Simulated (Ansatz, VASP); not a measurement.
## Two plane-wave programs on SnSe

```xyz
8
Lattice="11.4836 0.0000 0.0000 0.0000 4.1672 0.0000 0.0000 0.0000 4.3884" Properties=species:S:1:pos:R:3 pbc="T T T"
Sn    1.3511    1.0418    0.4215
Sn   10.1325    3.1254    3.9669
Sn    4.3907    3.1254    2.6157
Sn    7.0929    1.0418    1.7727
Se    9.8414    1.0418    2.0932
Se    1.6422    3.1254    2.2952
Se    7.3840    3.1254    4.2874
Se    4.0996    1.0418    0.1010
```

Alike in both runs: functional PBE; dispersion D3(BJ); k mesh 4 × 8 × 8; occupations gaussian, width 0.02 eV; no spin polarisation.

Ansatz relaxed the structure, and its values are those at the end. VASP's run is a single point on that final structure, the one shown.

|  | VASP | Ansatz |
| --- | --- | --- |
| version | VASP 6.6.1 | Ansatz 0.2.0 |
| potentials or method | VASP PAW PBE potentials, release 64 (Sn_d, Se), cutoff 520 eV | scalar-relativistic, plane waves, PAW |
| valence electrons in the cell | 80 | 120 |

```csv
,VASP,Ansatz,Ansatz less VASP
gap on the k mesh at the Fermi level (eV),0.56,0.57,+0.009
least direct gap on the mesh (eV),0.83,0.84,+0.009
pressure (GPa),0.0,0.0,-0.03
rms of the force components (eV/Å),0.009,0.001,-0.0079
```

VASP's potentials hold 80 valence electrons a cell and Ansatz's 120, so a difference there can come from the potentials and not from the codes.
